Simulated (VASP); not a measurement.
Runs of VASP 6.6.1 on NiO. The structure is that of space group Fm-3m (No. 225), or close to it. The cells are those of the table. 

| task | cell | k mesh | cutoff (eV) | smearing | gap on the mesh (eV) | pressure (GPa) | moment (μB) |
| --- | --- | --- | --- | --- | --- | --- | --- |
| single point | a = 3.018 Å, angles 60.0°, 2 atoms | 12 × 12 × 12 | 520 | gaussian 0.02 eV | 2.36 | -8.2 | 2.00 |
| single point | a = 3.017 Å, angles 60.0°, 2 atoms | 8 × 8 × 8 | 520 | gaussian 0.1 eV | 2.36 | -8.2 | 2.00 |
| relaxation of cell and atoms | relaxed from a = 3.017 Å, angles 60.0°, 2 atoms | 12 × 12 × 12 | 600 | gaussian 0.02 eV | 2.55 | 0.0 | 2.00 |
| relaxation of cell and atoms | relaxed from a = 2.958 Å, angles 60.0°, 2 atoms | 8 × 8 × 8 | 600 | gaussian 0.1 eV | 2.55 | -0.7 | 2.00 |
| single point | a = 2.958 Å, angles 60.0°, 2 atoms | 8 × 8 × 8 | 520 | gaussian 0.1 eV | (a) | 1.9 | 2.00 |

Alike in all rows: level PBE+U; potentials or basis VASP PAW PBE potentials, release 64 (Ni, O); spin collinear, ferromagnetic start; Ni d U = 6.2 eV.

Estimate the missing entries.

(a) 2.53.

Caveats: a cell with one magnetic atom can't hold antiferromagnetic order, which such compounds often take.

A k mesh can miss the band edges.
